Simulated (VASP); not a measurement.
## PbS (Galena): single point with PBE

PbS (Galena):

```
Pb S
1.0
     0.00000    3.00478    3.00478
     3.00478    0.00000    3.00478
     3.00478    3.00478    0.00000
Pb S
1 1
Cartesian
  0.0000 0.0000 0.0000
  3.0048 3.0048 3.0048
```

| Property | Result |
| --- | --- |
| Program | VASP 6.6.1 |
| Task | single point |
| Functional | PBE |
| Potentials or basis | VASP PAW PBE potentials, release 64 (Pb_d, S) |
| Cutoff | 500 eV |
| k mesh | 6 × 6 × 6 |
| Occupations | methfessel-paxton, width 0.02 eV |
| Spin | no spin polarisation |
| Dipole correction | no |
| Further INCAR settings | ALGO = Normal; EDIFF = 1e-06; NBANDS = 17 |

```yaml
Pressure: -0.1 GPa
Band_gap_on_the_k_mesh: 0.50 eV, direct
```

Levels at points of the mesh, in eV from the valence-band top:
```csv
k point,band 8,band 9,band 10,band 11,band 12,band 13
"(0.00, 0.00, 0.00)",-1.94,-1.94,-1.94,5.14,5.14,5.14
"(0.50, 0.00, 0.00)",-1.58,-1.58,0.00,0.50,2.08,2.08
"(0.50, 0.50, 0.00)",-4.82,-3.15,-3.15,4.07,5.48,5.57
```

Run time: 12 s on 1 thread of Intel(R) Xeon(R) Platinum 8259CL CPU @ 2.50GHz (Skylake/Cascade Lake) (shared host), peak memory 0.17 GiB.

Caveat: spin-orbit coupling is left out, which moves the levels of the heavy elements. A k mesh can miss the band edges.
